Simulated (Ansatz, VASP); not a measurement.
# One calculation of CsCl, two programs

Contents of INCAR:

```
ALGO = Normal
EDIFF = 1E-6
ENCUT = 500
GGA = PS
GGA_COMPAT = F
ISIF = 2
ISMEAR = -1
LASPH = T
LCHARG = F
LREAL = F
LWAVE = F
NBANDS = 15
NELM = 120
PREC = Accurate
SIGMA = 0.03
```

KPOINTS

```
k-points
0
Gamma
  6 6 6
```

The input POSCAR:

```
CsCl
1.0
    4.1230000000      0.0000000000      0.0000000000
    0.0000000000      4.1230000000      0.0000000000
    0.0000000000      0.0000000000      4.1642300000
Cs Cl
1 1
Direct
    0.0000000000      0.0000000000      0.0000000000
    0.5000000000      0.5000000000      0.5000000000
```

Input for Ansatz:

```yaml
crystal:
  lattice:
    - [4.123, 0.0, 0.0]
    - [0.0, 4.123, 0.0]
    - [0.0, 0.0, 4.16423]
  atoms:
    - { symbol: Cs, position: [0.0, 0.0, 0.0] }
    - { symbol: Cl, position: [0.5, 0.5, 0.5] }
kpoints:
  mp_grid: { grid: [6, 6, 6] }
  band_path:
    path:
      - [0.0, 0.0, 0.0]
      - [0.0, 0.5, 0.0]
      - [0.5, 0.5, 0.0]
      - [0.0, 0.0, 0.0]
      - [0.0, 0.0, 0.5]
      - [0.0, 0.5, 0.5]
      - [0.5, 0.5, 0.5]
      - [0.0, 0.0, 0.5]
      - [0.0, 0.5, 0.0]
    npoints: 5
scf:
  occupations: { method: fermi_dirac, width: 0.03 }
hamiltonian:
  xc: pbesol
  pseudopotentials: { kind: all_electron, lapw: { basis_error: 0.001 } }
output:
  forces: true
  stress: true
  eigenvalues: true
```

Change from the starting cell: zz strain of +1 %.

Alike in both runs: task single point; functional PBEsol; k mesh 6 × 6 × 6; occupations fermi-dirac, width 0.03 eV; no spin polarisation.

|  | VASP | Ansatz |
| --- | --- | --- |
| version | VASP 6.6.1 | Ansatz 0.2.0 |
| potentials or method | VASP PAW PBE potentials, release 64 (Cs_sv, Cl), cutoff 500 eV | all-electron LAPW, scalar-relativistic |

Ansatz gave:

| Item | Value |
| --- | --- |
| gap on the k mesh at the Fermi level (eV) | 5.00 |
| pressure (GPa) | -0.8 |
| traceless stress, the component that is largest in VASP (GPa) | -0.18 |

Estimate VASP's values.

gap on the k mesh at the Fermi level (eV): 4.99; pressure (GPa): -0.8; traceless stress, the component that is largest in VASP (GPa): -0.18.

VASP's potentials were made for PBE, not for PBEsol. Ansatz ran all-electron here, and VASP with PAW potentials.

Spin-orbit coupling is off throughout.
